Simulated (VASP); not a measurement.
# BaTiO3 in VASP: a series of runs

BaTiO3 is run at these levels: PBE; tasks: single point, relaxation of cell and atoms.

Program: VASP 6.6.1. These are calculated values, not measurements. Logs are shortened: lines on timing, memory, paths and dates and some standing lists are left out, and cuts for length are marked.

## (1) The cell of the first run

It takes space group Cmmm (No. 65, orthorhombic). The conventional cell has a = 5.725 Å, b = 5.751 Å, c = 3.983 Å, α = 90.00°, β = 90.00°, γ = 90.00°. Ba (site symmetry mmm) has 12 O at 2.84 to 2.88 Å and 8 Ti at 3.49 to 3.50 Å within 3.7 Å. Ti (site symmetry mmm) has 6 O at 1.99 to 2.03 Å within 2.6 Å. Within 2.7 Å of O (site symmetry 2/m) lie 2 Ti at 2.03 Å. O (site symmetry mmm) has 2 Ti at 1.99 Å within 2.6 Å.

## (2) Single point, PBE

Input file INCAR:

```
SYSTEM = BaTiO3
ALGO     = Normal         ! electronic algorithm
EDIFF    = 1E-6           ! SCF threshold, eV
ENCUT    = 600            ! plane-wave cutoff, eV
GGA      = PE             ! functional
GGA_COMPAT= .False.      
ISIF     = 2              ! what is computed and relaxed
ISMEAR   = 0              ! smearing method
LASPH    = .True.         ! aspherical terms in the spheres
LCHARG   = .True.         ! write CHGCAR
LELF     = .True.         ! ELF
LREAL    = .False.        ! projectors in reciprocal space
LVHAR    = .True.       
LWAVE    = .False.        ! write WAVECAR
NBANDS   = 28             ! bands
NELM     = 120            ! most SCF steps
PREC     = Accurate       ! precision mode
SIGMA    = 0.1            ! smearing width, eV
```

Input file KPOINTS:

```
k-points
0
Gamma
  4 4 4
  0 0 0
```

Input file POSCAR:

```
BaTiO3
1.0
    3.9833338700      0.0000000000      0.0000000000
    0.0000000000      2.8625951100      2.8753395300
    0.0000000000     -2.8625951100      2.8753395300
Ba Ti O
1 1 3
Direct
    0.0000000000      0.0034138500      0.0034138500
    0.5000000000      0.5034138500      0.5034138500
    0.5000000000      1.0034138500      0.5034138500
    0.5000000000      0.5034138500      1.0034138500
    0.0000000000      0.5034138500      0.5034138500
```

Potentials or basis: VASP PAW PBE potentials, release 64 (Ba_sv, Ti_sv, O).

Run with:

```sh
cat potpaw_PBE.64/Ba_sv/POTCAR potpaw_PBE.64/Ti_sv/POTCAR potpaw_PBE.64/O/POTCAR > POTCAR
mpirun -np 1 vasp_std > vasp.out
```

OUTCAR:

```text
SYSTEM = BaTiO3
   EDIFF = 1E-6
   ENCUT = 600
   GGA = PE
   ISIF = 2
   ISMEAR = 0
   LASPH = .True.
   LREAL = .False.
   NELM = 120
   PREC = Accurate

 ion  position               nearest neighbor table
   1  0.000  0.003  0.003-   3 2.84   4 2.84   3 2.84   4 2.84   3 2.84   4 2.84   3 2.84   4 2.84
                             5 2.86   5 2.86   5 2.88   5 2.88   2 3.49   2 3.49   2 3.49   2 3.49
   2  0.500  0.503  0.503-   5 1.99   5 1.99   3 2.03   4 2.03   3 2.03   4 2.03   1 3.49   1 3.49
                             1 3.49   1 3.49   1 3.50   1 3.50   1 3.50   1 3.50
   3  0.500  0.003  0.503-   2 2.03   2 2.03   1 2.84   1 2.84   1 2.84   1 2.84
   4  0.500  0.503  0.003-   2 2.03   2 2.03   1 2.84   1 2.84   1 2.84   1 2.84
   5  0.000  0.503  0.503-   2 1.99   2 1.99   1 2.86   1 2.86   1 2.88   1 2.88

  LATTYP: Found a base centered orthorhombic cell.
 ALAT       =     5.7251902200
 B/A-ratio  =     1.0044520512
 C/A-ratio  =     0.6957557246

  Lattice vectors:

 A1 = (   0.0000000000,   2.8625951100,  -2.8753395300)
 A2 = (   0.0000000000,   2.8625951100,   2.8753395300)
 A3 = (   3.9833338700,   0.0000000000,   0.0000000000)

Analysis of symmetry for initial positions (statically):
=====================================================================
 Subroutine PRICEL returns:
 Original cell was already a primitive cell.

 Routine SETGRP: Setting up the symmetry group for a
 base centered orthorhombic supercell.

 Subroutine GETGRP returns: Found  8 space group operations
 (whereof  4 operations were pure point group operations)
 out of a pool of  8 trial point group operations.

The static configuration has the point symmetry C_2v.
 The point group associated with its full space group is D_2h.

Analysis of symmetry for dynamics (positions and initial velocities):
=====================================================================
 Subroutine PRICEL returns:
 Original cell was already a primitive cell.

 Routine SETGRP: Setting up the symmetry group for a
 base centered orthorhombic supercell.

 Subroutine GETGRP returns: Found  8 space group operations
 (whereof  4 operations were pure point group operations)
 out of a pool of  8 trial point group operations.

The dynamic configuration has the point symmetry C_2v.
 The point group associated with its full space group is D_2h.

 Subroutine INISYM returns: Found  8 space group operations
 (whereof  4 operations are pure point group operations),
 and found     1 'primitive' translations

----------------------------------------------------------------------------------------

                                     Primitive cell

  volume of cell :      65.5731

  direct lattice vectors                    reciprocal lattice vectors
     3.983333870  0.000000000  0.000000000     0.251045991  0.000000000  0.000000000
     0.000000000  2.862595110  2.875339530     0.000000000  0.174666686  0.173892507
     0.000000000 -2.862595110  2.875339530     0.000000000 -0.174666686  0.173892507

  length of vectors
     3.983333870  4.057342502  4.057342502     0.251045991  0.246469177  0.246469177

  position of ions in fractional coordinates (direct lattice)
     0.000000000  0.003413850  0.003413850
     0.500000000  0.503413850  0.503413850
     0.500000000  0.003413850  0.503413850
     0.500000000  0.503413850  0.003413850
     0.000000000  0.503413850  0.503413850

  ion indices of the primitive-cell ions
   primitive index   ion index
                 1           1
                 2           2
                 3           3
                 4           4
                 5           5

----------------------------------------------------------------------------------------

 KPOINTS: k-points

Automatic generation of k-mesh.
 Grid dimensions read from file:
 generate k-points for:    4    4    4

 Generating k-lattice:

  Cartesian coordinates                     Fractional coordinates (reciprocal lattice)
     0.062761498  0.000000000  0.000000000     0.250000000  0.000000000  0.000000000
     0.000000000  0.043666671  0.043473127     0.000000000  0.250000000  0.000000000
     0.000000000 -0.043666671  0.043473127     0.000000000  0.000000000  0.250000000

  Length of vectors
     0.062761498  0.061617294  0.061617294

  Shift w.r.t. Gamma in fractional coordinates (k-lattice)
     0.000000000  0.000000000  0.000000000

 Subroutine IBZKPT returns following result:
 ===========================================

 Found     21 irreducible k-points:

 Following reciprocal coordinates:
            Coordinates               Weight
  0.000000  0.000000  0.000000      1.000000
  0.250000  0.000000  0.000000      2.000000
  0.500000  0.000000  0.000000      1.000000
  0.000000  0.250000 -0.000000      4.000000
  0.250000  0.250000 -0.000000      8.000000
  0.500000  0.250000 -0.000000      4.000000
[... 13 lines left out ...]
  0.250000  0.500000  0.500000      2.000000
  0.500000  0.500000  0.500000      1.000000
   k-points           NKPTS =     21   k-points in BZ     NKDIM =     21   number of bands    NBANDS=     28
   number of dos      NEDOS =    301   number of ions     NIONS =      5
   total plane-waves  NPLWV =  32768
   dimension x,y,z NGX =    32 NGY =   32 NGZ =   32
   dimension x,y,z NGXF=    64 NGYF=   64 NGZF=   64
   ions per type =               1   1   3
   NGX,Y,Z   is equivalent  to a cutoff of  13.36, 13.11, 13.11 a.u.
   NGXF,Y,Z  is equivalent  to a cutoff of  26.71, 26.22, 26.22 a.u.
 SYSTEM =  BaTiO3
   PREC   = accura    normal or accurate (medium, high low for compatibility)
   ISTART =      0    job   : 0-new  1-cont  2-samecut
   ICHARG =      2    charge: 1-file 2-atom 10-const
   ISPIN  =      1    spin polarized calculation?
   LNONCOLLINEAR =      F non collinear calculations
   LSORBIT =      F    spin-orbit coupling
   LASPH  =      T    aspherical Exc in radial PAW
   ENCUT  =  600.0 eV  44.10 Ry    6.64 a.u.   7.96  8.10  8.10*2*pi/ulx,y,z
   NELM   =    120;   NELMIN=  2; NELMDL= -5     # of ELM steps
   EDIFF  = 0.1E-05   stopping-criterion for ELM
   LREAL  =      F    real-space projection
   EDIFFG = 0.1E-04   stopping-criterion for IOM
   NSW    =      0    number of steps for IOM
   IBRION =     -1    ionic relax: 0-MD 1-quasi-New 2-CG
   NFREE  =      0    steps in history (QN), initial steepest desc. (CG)
   ISIF   =      2    stress and relaxation
   ISYM   =      2    0-nonsym 1-usesym 2-fastsym
   POTIM  = 0.5000    time-step for ionic-motion
   TEBEG  =    0.0;   TEEND  =   0.0 temperature during run
   PSTRESS=    0.0 pullay stress
   NELECT =      40.0000    total number of electrons
   NUPDOWN=      -1.0000    fix difference up-down
   EMIN   =  10.00;   EMAX   =-10.00  energy-range for DOS
   EFERMI =   0.00;   METHOD = LEGACY
   ISMEAR =     0;   SIGMA  =   0.10  broadening in eV -4-tet -1-fermi 0-gaus
   EFERMI_NEDOS =   21; number of points for ismear=-14 and -15
   IALGO  =     38    algorithm
   IMIX   =      4    mixing-type and parameters
     AMIX     =   0.40;   BMIX     =  1.00
     AMIX_MAG =   1.60;   BMIX_MAG =  1.00
  volume/ion in A,a.u.               =      13.11        88.50
  Fermi-wavevector in a.u.,A,eV,Ry     =   1.388416  2.623726 26.227933  1.927699
  Thomas-Fermi vector in A             =   2.512544
   LORBIT       =      0    0 simple, 1 ext, 2 COOP (PROOUT), +10 PAW based schemes
   GGA     = PE    functional components
   LHFCALC =     F    Hartree Fock is set to
   AEXX    =    0.0000 exact exchange contribution
   IVDW    =     0    specifies the selected vdW correction
   LEPSILON=     F    determine dielectric tensor
   LRPA    =     F    only Hartree local field effects (RPA)
 non-spin polarized calculation
 Gauss-broadening in eV      SIGMA  =   0.10
  energy-cutoff  :      600.00
  volume of cell :       65.57
 maximum number of plane-waves:      2240
 NGX is ok and might be reduce to    32
   NGX = 15   NGY = 17   NGZ = 17

 number of electron      39.9999999 magnetization

 Free energy of the ion-electron system (eV)
  ---------------------------------------------------
  ext. energy  EPLUGINS =         0.00000000
  ---------------------------------------------------
  free energy    TOTEN  =       -39.96706383 eV

  energy without entropy =      -39.96706383  energy(sigma->0) =      -39.96706383

 E-fermi :   4.1330     XC(G=0): -11.1420

 val. band max:        3.6840278503   @ k =   0.5000   0.5000   0.5000
 cond. band min:       5.3262660190   @ k =   0.0000   0.0000   0.0000
 fundamental gap:      1.6422381686
 Fermi energy:         4.1330480320

 k-point     1 :       0.0000    0.0000    0.0000
  band No.  band energies     occupation
      1     -53.0895      2.00000
      2     -29.2919      2.00000
      3     -29.2885      2.00000
      4     -29.2844      2.00000
      5     -21.2037      2.00000
      6     -13.1872      2.00000
[... 20 lines left out ...]
     27       8.7830      0.00000
     28      10.8079      0.00000

 k-point     2 :       0.2500    0.0000    0.0000
  band No.  band energies     occupation
      1     -53.0890      2.00000
      2     -29.3191      2.00000
      3     -29.2875      2.00000
      4     -29.2834      2.00000
      5     -21.1470      2.00000
      6     -13.1927      2.00000
[... 20 lines left out ...]
     27       9.7922      0.00000
     28      11.8678      0.00000

 k-point     3 :       0.5000    0.0000    0.0000
  band No.  band energies     occupation
      1     -53.0885      2.00000
      2     -29.3460      2.00000
      3     -29.2864      2.00000
      4     -29.2824      2.00000
      5     -21.0887      2.00000
      6     -13.3166      2.00000
[... 20 lines left out ...]
     27      11.2115      0.00000
     28      11.7082      0.00000

 k-point     4 :       0.0000    0.2500   -0.0000
  band No.  band energies     occupation
      1     -53.0891      2.00000
      2     -29.3082      2.00000
      3     -29.2912      2.00000
      4     -29.2855      2.00000
      5     -21.1537      2.00000
      6     -13.2598      2.00000
[... 20 lines left out ...]
     27       9.8145      0.00000
     28      11.9581      0.00000

 k-point     5 :       0.2500    0.2500   -0.0000
  band No.  band energies     occupation
      1     -53.0886      2.00000
      2     -29.3180      2.00000
      3     -29.3068      2.00000
      4     -29.2845      2.00000
      5     -21.1058      2.00000
      6     -13.1092      2.00000
[... 20 lines left out ...]
     27      10.8257      0.00000
     28      12.1018      0.00000

 k-point     6 :       0.5000    0.2500   -0.0000
  band No.  band energies     occupation
      1     -53.0881      2.00000
      2     -29.3447      2.00000
      3     -29.3055      2.00000
      4     -29.2834      2.00000
      5     -21.0568      2.00000
      6     -13.0735      2.00000
[... 370 lines left out ...]
      5     -21.0267      2.00000
      6     -12.8312      2.00000
[... 20 lines left out ...]
     27      11.8733      0.00000
     28      11.9471      0.00000

 k-point    19 :       0.0000    0.5000    0.5000
  band No.  band energies     occupation
      1     -53.0879      2.00000
      2     -29.3285      2.00000
      3     -29.3248      2.00000
      4     -29.2888      2.00000
      5     -21.0361      2.00000
      6     -12.9073      2.00000
[... 20 lines left out ...]
     27      11.6149      0.00000
     28      13.4645      0.00000

 k-point    20 :       0.2500    0.5000    0.5000
  band No.  band energies     occupation
      1     -53.0874      2.00000
      2     -29.3272      2.00000
      3     -29.3236      2.00000
      4     -29.3152      2.00000
      5     -21.0023      2.00000
      6     -12.6297      2.00000
[... 20 lines left out ...]
     27      11.6164      0.00000
     28      11.6445      0.00000

 k-point    21 :       0.5000    0.5000    0.5000
  band No.  band energies     occupation
      1     -53.0869      2.00000
      2     -29.3413      2.00000
      3     -29.3260      2.00000
      4     -29.3223      2.00000
      5     -20.9680      2.00000
      6     -12.3296      2.00000
[... 20 lines left out ...]
     27      10.9398      0.00000
     28      11.2217      0.00000

------------------------ aborting loop because EDIFF is reached ----------------------------------------

  FORCE on cell =-STRESS in cart. coord.  units (eV):
  Direction    XX          YY          ZZ          XY          YZ          ZX
  --------------------------------------------------------------------------------------
  -------------------------------------------------------------------------------------
  Total        0.9228014     -0.2320562     -0.6665028      0.0000000      0.0000000      0.0000000
  in kB       22.5472242     -5.6699349    -16.2849631      0.0000000      0.0000000      0.0000000
  external PRESSURE =       0.1974421 kB  Pullay stress =       0.0000000 kB

 VOLUME and BASIS-vectors are now :
 -----------------------------------------------------------------------------
  energy-cutoff  :      600.00
  volume of cell :       65.57
      direct lattice vectors                 reciprocal lattice vectors
     3.983333870  0.000000000  0.000000000     0.251045991  0.000000000  0.000000000
     0.000000000  2.862595110  2.875339530     0.000000000  0.174666686  0.173892507
     0.000000000 -2.862595110  2.875339530     0.000000000 -0.174666686  0.173892507

 POSITION                                       TOTAL-FORCE (eV/Angst)
 -----------------------------------------------------------------------------------
      0.00000      0.00000      0.01963         0.000000     -0.000000      0.000000
      1.99167      0.00000      2.89497         0.000000     -0.000000     -0.000000
      1.99167     -1.43130      1.45730         0.000000     -0.000000      0.000000
      1.99167      1.43130      1.45730         0.000000      0.000000      0.000000
      0.00000      0.00000      2.89497         0.000000     -0.000000      0.000000
 -----------------------------------------------------------------------------------
    total drift:                                0.000000     -0.000001     -0.000021

  FREE ENERGIE OF THE ION-ELECTRON SYSTEM (eV)
  ---------------------------------------------------
  free  energy   TOTEN  =       -39.9670638316 eV

  energy  without entropy=      -39.9670638316  energy(sigma->0) =      -39.96706383
```

It took 56 s on 1 thread of Oxide Virtual Turin-like, shared host; peak memory 0.17 GiB.

What came out:

| Property | Result |
| --- | --- |
| Free energy | -39.9671 eV |
| Pressure | 0.0 GPa |
| Band gap on the k mesh | 1.64 eV (least direct gap 1.81 eV) |

Stress tensor (GPa, compression positive):
```
 2.25  0.00  0.00
 0.00 -0.57  0.00
 0.00  0.00 -1.63
```

Caveat: spin-orbit coupling is left out, which moves the levels of the heavy elements. A k mesh can miss the band edges.

## (3) Single point, PBE

This run uses another cell than the first one, of 12.99 Å³/atom.

Input file INCAR:

```
ALGO = Normal
EDIFF = 1E-6
ENCUT = 600
GGA = PE
GGA_COMPAT = False
ISIF = 2
ISMEAR = 0
LASPH = True
LCHARG = False
LREAL = False
LWAVE = False
NBANDS = 28
NELM = 120
PREC = Accurate
SIGMA = 0.02
```

Input file KPOINTS:

```
k-points
0
Gamma
  8 8 8
```

POSCAR: that of step 2 with these lines changed.

```diff
@@ -2,5 +2,5 @@
 1.0
-    3.9833338700      0.0000000000      0.0000000000
-    0.0000000000      2.8625951100      2.8753395300
-    0.0000000000     -2.8625951100      2.8753395300
+    4.0194163148      0.0000000000      0.0000000000
+    0.0000000000      2.8422200418      2.8422250742
+    0.0000000000     -2.8422200418      2.8422250742
 Ba Ti O
```

Potentials or basis: VASP PAW PBE potentials, release 64 (Ba_sv, Ti_sv, O).

Run with:

```sh
cat potpaw_PBE.64/Ba_sv/POTCAR potpaw_PBE.64/Ti_sv/POTCAR potpaw_PBE.64/O/POTCAR > POTCAR
mpirun -np 1 vasp_std > vasp.out
```

Run time: 2.5 min. Hardware: 1 thread of Oxide Virtual Turin-like, shared host; peak memory 0.26 GiB.

The run converged. Its results:

| Quantity | Value |
| --- | --- |
| Free energy | -39.9885 eV |
| Pressure | 1.5 GPa |
| Band gap on the k mesh | 1.72 eV (least direct gap 1.88 eV) |

Levels at points of the mesh, in eV from the valence-band top:
```tsv
k point	band 16	band 17	band 18	band 19	band 20	band 21	band 22	band 23	band 24	band 25
(0.00, 0.00, 0.00)	-1.07	-1.07	-0.16	-0.16	-0.16	1.72	1.72	1.72	3.82	3.82
(0.50, 0.00, 0.00)	-1.88	-1.81	-1.81	-0.71	-0.71	1.87	3.42	3.42	3.82	5.80
(0.00, 0.50, 0.00)	-1.88	-1.81	-1.81	-0.72	-0.71	1.87	3.42	3.42	3.82	5.80
(0.50, 0.50, 0.00)	-2.65	-1.72	-0.88	-0.88	-0.09	3.43	3.43	3.84	4.65	7.53
(0.00, 0.50, 0.50)	-2.65	-1.72	-0.88	-0.88	-0.09	3.43	3.43	3.84	4.65	7.53
(0.50, 0.50, 0.50)	-2.41	-2.41	0.00	0.00	0.00	4.08	4.08	4.08	6.67	6.67
```

Caveat: spin-orbit coupling is left out, which moves the levels of the heavy elements.

(Continued in part 2 of 2.)
